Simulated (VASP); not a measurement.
Here is a VASP 6.6.1 calculation.

The input INCAR:

```
PREC     = Accurate       # precision mode
ENCUT    = 520            # plane-wave cutoff, eV
EDIFF    = 1E-7           # SCF threshold, eV
ISMEAR   = 0              # smearing method
SIGMA    = 0.1            # smearing width, eV
LREAL    = F              # projectors in reciprocal space
LASPH    = T              # aspherical terms in the spheres
NELM     = 80             # most SCF steps
ALGO     = Fast           # electronic algorithm
ISIF     = 2              # what is computed and relaxed
LWAVE    = F              # write WAVECAR
LCHARG   = T              # write CHGCAR
GGA      = PS             # functional
LELF     = T              # ELF
LVHAR    = T            
NBANDS   = 18             # bands
```

File KPOINTS:

```
regular mesh
0
Gamma
  8 8 4
```

Contents of POSCAR:

```
Al3Cu
1.0
    2.7784054294      0.0000000000      0.0000000000
    0.0000000000      2.7784054294      0.0000000000
    0.0000000000      0.0000000000      7.5134034100
Al Cu
3 1
Direct
    0.0000000000      0.0000000000      0.5000000000
    0.5000000000      0.5000000000      0.2261155100
    0.5000000000      0.5000000000      0.7738844900
    0.0000000000      0.0000000000      0.0000000000
```

Potentials or basis: VASP PAW PBE potentials, release 64 (Al, Cu).

Launch:

```console
$ cat potpaw_PBE.64/Al/POTCAR potpaw_PBE.64/Cu/POTCAR > POTCAR
$ mpirun -np 1 vasp_std > vasp.out
```

(1) Predict the largest force.

(2) Estimate the pressure.

Results:

(1) 0.181 eV/Å.

(2) 1.2 GPa.

Caveat: the PAW data sets were made with another functional, which shifts forces and pressure a little.
